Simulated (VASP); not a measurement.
# SrCl2 (Fm-3m) in VASP: settings compared, part 2 of 2

VASP 6.6.1. The steps go on from the part before.

**3. Single point, r2SCAN**

POSCAR reads:

```
SrCl2
1.0
    0.0000000000      3.4976509443      3.4976509443
    3.4976509443      0.0000000000      3.4976509443
    3.4976509443      3.4976509443      0.0000000000
Sr Cl
1 2
Direct
    0.0000000000      0.0000000000      0.0000000000
    0.2500000000      0.2500000000      0.2500000000
    0.7500000000      0.7500000000      0.7500000000
```

INCAR.step1 reads:

```
SYSTEM = SrCl2
PREC = Accurate
ENCUT = 550
ISMEAR = 0
SIGMA = 0.2
LREAL = .False.
LASPH = .True.
NELM = 120
NBANDS = 19
GGA = PE
ALGO = Normal
EDIFF = 1E-5
LWAVE = .True.
LCHARG = .False.
GGA_COMPAT = .False.
```

INCAR.step2 reads:

```
SYSTEM = SrCl2
PREC = Accurate
ENCUT = 550
EDIFF = 1E-6
ISMEAR = 0
SIGMA = 0.2
LREAL = .False.
LASPH = .True.
NELM = 120
ALGO = Normal
ISIF = 2
LWAVE = .False.
LCHARG = .True.
METAGGA = R2SCAN
LMIXTAU = .True.
LELF = .True.
LVHAR = .True.
NBANDS = 19
ISTART = 1
GGA_COMPAT = .False.
```

KPOINTS reads:

```
regular mesh
0
Gamma
  4 4 4
  0 0 0
```

Potentials or basis: VASP PAW PBE potentials, release 64 (Sr_sv, Cl).

Launch:

```
$ cat potpaw_PBE.64/Sr_sv/POTCAR potpaw_PBE.64/Cl/POTCAR > POTCAR
$ cp INCAR.step1 INCAR
$ mpirun -np 1 vasp_std > vasp.out
$ cp INCAR.step2 INCAR
$ mpirun -np 1 vasp_std > vasp.out
```

OUTCAR:

```text
SYSTEM = SrCl2
   PREC = Accurate
   ENCUT = 550
   EDIFF = 1E-6
   ISMEAR = 0
   LREAL = .False.
   LASPH = .True.
   NELM = 120
   ISIF = 2
   METAGGA = R2SCAN
   ISTART = 1

 ion  position               nearest neighbor table
   1  0.000  0.000  0.000-   3 3.03   3 3.03   3 3.03   2 3.03   3 3.03   2 3.03   2 3.03   2 3.03

   2  0.250  0.250  0.250-   1 3.03   1 3.03   1 3.03   1 3.03
   3  0.750  0.750  0.750-   1 3.03   1 3.03   1 3.03   1 3.03

  LATTYP: Found a face centered cubic cell.
 ALAT       =     6.9953018886

  Lattice vectors:

 A1 = (   0.0000000000,   3.4976509443,   3.4976509443)
 A2 = (   3.4976509443,   0.0000000000,   3.4976509443)
 A3 = (   3.4976509443,   3.4976509443,   0.0000000000)

Analysis of symmetry for initial positions (statically):
=====================================================================
 Subroutine PRICEL returns:
 Original cell was already a primitive cell.

 Routine SETGRP: Setting up the symmetry group for a
 face centered cubic supercell.

[... 148 lines left out ...]
  free energy    TOTEN  =       -35.69792310 eV

  energy without entropy =      -35.69792310  energy(sigma->0) =      -35.69792310

 E-fermi :   0.6505     XC(G=0):  -8.7307

 val. band max:       -0.2734237965   @ k =   0.5000   0.5000   0.0000
 cond. band min:       5.6638092335   @ k =   0.0000   0.0000   0.0000
 fundamental gap:      5.9372330301
 Fermi energy:         0.6504771192

 k-point     1 :       0.0000    0.0000    0.0000
  band No.  band energies     occupation
      1     -34.2497      2.00000
      2     -15.6163      2.00000
      3     -15.6163      2.00000
      4     -15.6163      2.00000
      5     -14.1354      2.00000
      6     -13.2770      2.00000
[... 153 lines left out ...]
      6     -13.4622      2.00000
[... 11 lines left out ...]
     18      10.0460      0.00000
     19      10.7795      0.00000

------------------------ aborting loop because EDIFF is reached ----------------------------------------

  FORCE on cell =-STRESS in cart. coord.  units (eV):
  Direction    XX          YY          ZZ          XY          YZ          ZX
  --------------------------------------------------------------------------------------
  -------------------------------------------------------------------------------------
  Total        0.0256576      0.0256576      0.0256576     -0.0000000      0.0000000      0.0000000
  in kB        0.4803613      0.4803613      0.4803613     -0.0000000      0.0000000      0.0000000
  external PRESSURE =       0.4803613 kB  Pullay stress =       0.0000000 kB

 VOLUME and BASIS-vectors are now :
 -----------------------------------------------------------------------------
  energy-cutoff  :      550.00
  volume of cell :       85.58
      direct lattice vectors                 reciprocal lattice vectors
     0.000000000  3.497650944  3.497650944    -0.142953087  0.142953087  0.142953087
     3.497650944  0.000000000  3.497650944     0.142953087 -0.142953087  0.142953087
     3.497650944  3.497650944  0.000000000     0.142953087  0.142953087 -0.142953087

 POSITION                                       TOTAL-FORCE (eV/Angst)
 -----------------------------------------------------------------------------------
      0.00000      0.00000      0.00000        -0.000000     -0.000000      0.000000
      1.74883      1.74883      1.74883        -0.000000     -0.000000     -0.000000
      5.24648      5.24648      5.24648         0.000000      0.000000      0.000000
 -----------------------------------------------------------------------------------
    total drift:                               -0.000000     -0.000000      0.000000

  FREE ENERGIE OF THE ION-ELECTRON SYSTEM (eV)
  ---------------------------------------------------
  free  energy   TOTEN  =       -35.6979231049 eV

  energy  without entropy=      -35.6979231049  energy(sigma->0) =      -35.69792310
```

OSZICAR.step1:

```text
N       E                     dE             d eps       ncg     rms          rms(c)
DAV:   1     0.142131756728E+03    0.14213E+03   -0.11830E+04   304   0.118E+03
DAV:   2    -0.384085350338E+01   -0.14597E+03   -0.14248E+03   395   0.223E+02
DAV:   3    -0.126829285423E+02   -0.88421E+01   -0.88014E+01   370   0.558E+01
DAV:   4    -0.130631548241E+02   -0.38023E+00   -0.37960E+00   522   0.992E+00
DAV:   5    -0.130658691145E+02   -0.27143E-02   -0.27141E-02   399   0.919E-01    0.127E+01
DAV:   6    -0.127681047091E+02    0.29776E+00   -0.59603E-01   337   0.432E+00    0.816E+00
DAV:   7    -0.127777638988E+02   -0.96592E-02   -0.36212E-01   398   0.361E+00    0.215E+00
DAV:   8    -0.127841341484E+02   -0.63702E-02   -0.54095E-02   347   0.129E+00    0.414E-01
DAV:   9    -0.127850565773E+02   -0.92243E-03   -0.19988E-03   370   0.266E-01    0.148E-01
DAV:  10    -0.127864501506E+02   -0.13936E-02   -0.99812E-04   322   0.185E-01    0.361E-02
DAV:  11    -0.127865413009E+02   -0.91150E-04   -0.59076E-05   380   0.437E-02    0.418E-02
DAV:  12    -0.127865637226E+02   -0.22422E-04   -0.20533E-05   305   0.232E-02    0.291E-03
DAV:  13    -0.127865655559E+02   -0.18334E-05   -0.21154E-06   313   0.798E-03
   1 F= -.12786566E+02 E0= -.12786566E+02  d E =-.205676E-12
```

Wall time 2 min (1 thread of Intel Xeon 8259CL, shared host); peak memory 0.26 GiB.

What came out:

* Free energy: -35.6979 eV
* Pressure: 0.0 GPa
* Band gap on the k mesh: 5.94 eV (least direct gap 5.99 eV)

Caveat: the PAW data sets were made with another functional, which shifts forces and pressure a little. A k mesh can miss the band edges.

**4. Single point, r2SCAN**

POSCAR is that of step 3.

INCAR.step1 reads:

```
SYSTEM = SrCl2
ALGO = Normal
EDIFF = 1E-5
ENCUT = 550
GGA = PE
GGA_COMPAT = .False.
ISMEAR = 1
LASPH = .True.
LCHARG = .False.
LREAL = .False.
LWAVE = .True.
NBANDS = 19
NELM = 120
PREC = Accurate
SIGMA = 0.05
```

INCAR.step2 reads:

```
SYSTEM = SrCl2
ALGO = Normal
EDIFF = 1E-6
ENCUT = 550
GGA_COMPAT = .False.
ISIF = 2
ISMEAR = 1
ISTART = 1
LASPH = .True.
LCHARG = .False.
LMIXTAU = .True.
LREAL = .False.
LWAVE = .False.
METAGGA = R2SCAN
NBANDS = 19
NELM = 120
PREC = Accurate
SIGMA = 0.05
```

KPOINTS reads:

```
k-points
0
Gamma
  4 4 4
  0 0 0
```

Launch:

```
$ cat potpaw_PBE.64/Sr_sv/POTCAR potpaw_PBE.64/Cl/POTCAR > POTCAR
$ cp INCAR.step1 INCAR
$ mpirun -np 1 vasp_std > vasp.out
$ cp INCAR.step2 INCAR
$ mpirun -np 1 vasp_std > vasp.out
```

Run time: 2 min. Hardware: 1 thread of Intel Xeon 8259CL, shared host; peak memory 0.25 GiB.

The run converged. Its results:

| Quantity | Value |
| --- | --- |
| Free energy | -35.6978 eV |
| Pressure | 0.0 GPa |
| Band gap on the k mesh | 5.94 eV (least direct gap 5.99 eV) |

Levels at points of the mesh, in eV from the valence-band top:
| k point | band 10 | band 11 | band 12 | band 13 | band 14 | band 15 |
| --- | --- | --- | --- | --- | --- | --- |
| (0.00, 0.00, 0.00) | -0.34 | -0.34 | -0.34 | 5.94 | 6.69 | 6.69 |
| (0.50, 0.00, 0.00) | -1.33 | -1.06 | -1.06 | 7.29 | 7.29 | 8.22 |
| (0.50, 0.50, 0.00) | -0.39 | -0.39 | 0.00 | 5.99 | 7.77 | 8.20 |

Caveat: the PAW data sets were made with another functional, which shifts forces and pressure a little. A k mesh can miss the band edges.

**5. Single point, r2SCAN+D4**

POSCAR is that of step 4.

INCAR.step1 reads:

```
ALGO = Normal
EDIFF = 1E-5
ENCUT = 550
GGA = PE
GGA_COMPAT = F
ISMEAR = 0
LASPH = T
LCHARG = F
LREAL = F
LWAVE = T
NBANDS = 19
NELM = 120
PREC = Accurate
SIGMA = 0.01
```

INCAR.step2 reads:

```
ALGO = Normal
EDIFF = 1E-6
ENCUT = 550
GGA_COMPAT = F
ISIF = 2
ISMEAR = 0
ISTART = 1
IVDW = 13
LASPH = T
LCHARG = F
LMIXTAU = T
LREAL = F
LWAVE = F
METAGGA = R2SCAN
NBANDS = 19
NELM = 120
PREC = Accurate
SIGMA = 0.01
VDW_A1 = 0.51559235
VDW_A2 = 5.77342911
VDW_S6 = 1.0
VDW_S8 = 0.6018749
```

KPOINTS reads:

```
k-points
0
Gamma
  4 4 4
```

Launch:

```
$ cat potpaw_PBE.64/Sr_sv/POTCAR potpaw_PBE.64/Cl/POTCAR > POTCAR
$ cp INCAR.step1 INCAR
$ mpirun -np 1 vasp_std > vasp.out
$ cp INCAR.step2 INCAR
$ mpirun -np 1 vasp_std > vasp.out
```

It took 1.8 min on 1 thread of Intel Xeon 8259CL, shared host; peak memory 0.26 GiB.

The run converged. Its results:

```
Free energy                : -35.9143 eV
Pressure                   : -0.4 GPa
Band gap on the k mesh     : 5.94 eV (least direct gap 5.99 eV)
Dispersion energy per atom : -0.072 eV
```

Levels at points of the mesh, in eV from the valence-band top:
```csv
k point,band 9,band 10,band 11,band 12,band 13,band 14,band 15,band 16
"(0.00, 0.00, 0.00)",-2.12,-0.34,-0.34,-0.34,5.94,6.69,6.69,9.61
"(0.50, 0.00, 0.00)",-1.47,-1.33,-1.06,-1.06,7.29,7.29,8.22,8.23
"(0.50, 0.50, 0.00)",-1.90,-0.39,-0.39,0.00,5.99,7.77,8.20,8.68
```

Caveat: the PAW data sets were made with another functional, which shifts forces and pressure a little.

**6. Overview**

```tsv
level	smearing	gap on the mesh (eV)	pressure (GPa)
r2SCAN	gaussian 0.01 eV	5.94	0.0
r2SCAN	gaussian 0.2 eV	5.94	0.0
r2SCAN	methfessel-paxton 0.05 eV	5.94	0.0
r2SCAN+D4	gaussian 0.01 eV	5.94	-0.4
```

Alike in all rows: task single point; potentials or basis VASP PAW PBE potentials, release 64 (Sr_sv, Cl); no spin polarisation; cell as given; k mesh 4 × 4 × 4; cutoff (eV) 550.

The pressure there spans -0.4 GPa (r2SCAN+D4) to 0.0 GPa (r2SCAN); a positive pressure means that this level wants a larger cell, a negative one a smaller.

Caveats: the PAW data sets were made with another functional, which shifts forces and pressure a little.

Absolute energies hang on the potentials; compare differences alone.
